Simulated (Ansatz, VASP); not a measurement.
**One calculation of Co, two programs**

POSCAR

```
Co
1.0
    2.5074000000      0.0000000000      0.0000000000
   -1.2537000000      2.1714720974      0.0000000000
    0.0000000000      0.0000000000      4.0699000000
Co
2
Direct
    0.3333333333      0.6666666667      0.2500000000
    0.6666666667      0.3333333333      0.7500000000
```

INCAR.step1

```
SYSTEM = Co
ALGO = Normal ; EDIFF = 1E-4
ENCUT = 520 ; GGA = PE
ISMEAR = -1 ; ISPIN = 2
LASPH = .True. ; LCHARG = .False.
LMAXMIX = 4 ; LREAL = .False.
LWAVE = .True. ; MAGMOM = 2 2
NBANDS = 20 ; NELM = 150
PREC = Accurate ; SIGMA = 0.05
```

INCAR.step2

```
SYSTEM = Co
ALGO = Normal ; EDIFF = 1E-8
ENCUT = 520 ; ISIF = 2
ISMEAR = -1 ; ISPIN = 2
ISTART = 1 ; LASPH = .True.
LCHARG = .False. ; LEFG = .True.
LMAXMIX = 4 ; LMIXTAU = .True.
LORBIT = 11 ; LREAL = .False.
LWAVE = .False. ; MAGMOM = 2 2
METAGGA = R2SCAN ; NBANDS = 20
NELM = 150 ; PREC = Accurate
SIGMA = 0.05
```

KPOINTS

```
k-points
0
Gamma
  15 15 8
  0 0 0
```

Input for Ansatz:

```yaml
crystal:
  lattice:
    - [2.5074, 0.0, 0.0]
    - [-1.2537, 2.1714720974, 0.0]
    - [0.0, 0.0, 4.0699]
  atoms:
    - { symbol: Co, position: [0.3333333333, 0.6666666667, 0.25], spin: 2.0 }
    - { symbol: Co, position: [0.6666666667, 0.3333333333, 0.75], spin: 2.0 }
magnetization:
  spin_polarized: true
kpoints:
  mp_grid: { grid: [15, 15, 8] }
scf:
  occupations: { method: fermi_dirac, width: 0.05 }
hamiltonian:
  xc: r2scan
  pseudopotentials: { kind: paw }
output:
  forces: true
  stress: true
  populations: true
  efg: { quadrupole_moments_barn: { Co: 0.42 }, contact_densities: true }
```

Alike in both runs: task electric field gradients; functional r2SCAN; k mesh 15 × 15 × 8; occupations fermi-dirac, width 0.05 eV; collinear spin.

|  | VASP | Ansatz |
| --- | --- | --- |
| version | VASP 6.6.1 | Ansatz 0.2.0 |
| potentials or method | VASP PAW PBE potentials, release 64 (Co) | plane-wave PAW, scalar-relativistic |
| plane-wave cutoff (eV) | 520 | 500 |
| valence electrons in the cell | 18 | 34 |

|  | VASP | Ansatz | Ansatz less VASP |
| --- | --- | --- | --- |
| pressure (GPa) | -8.9 | -8.6 | +0.34 |
| traceless stress, the component that is largest in VASP (GPa) | 0.25 | 0.29 | +0.040 |
| net moment per atom (μB) | 1.76 | 1.78 | +0.025 |
| size of the moment on the site where the two differ most (μB) | 1.83 | 1.92 | +0.095 |
| size of Vzz on the site where it differs most (V/Å²) | 2.1 | 1.0 | -1.04 |

VASP's potentials were made for PBE, not for r2SCAN. Site moments also hang on the region over which each program counts them. The functional is the same, so the differences come from potentials, cutoffs and numerics. VASP's potentials hold 18 valence electrons a cell and Ansatz's 34, so a difference there can come from the potentials and not from the codes. Ansatz's warnings: stability check not made.
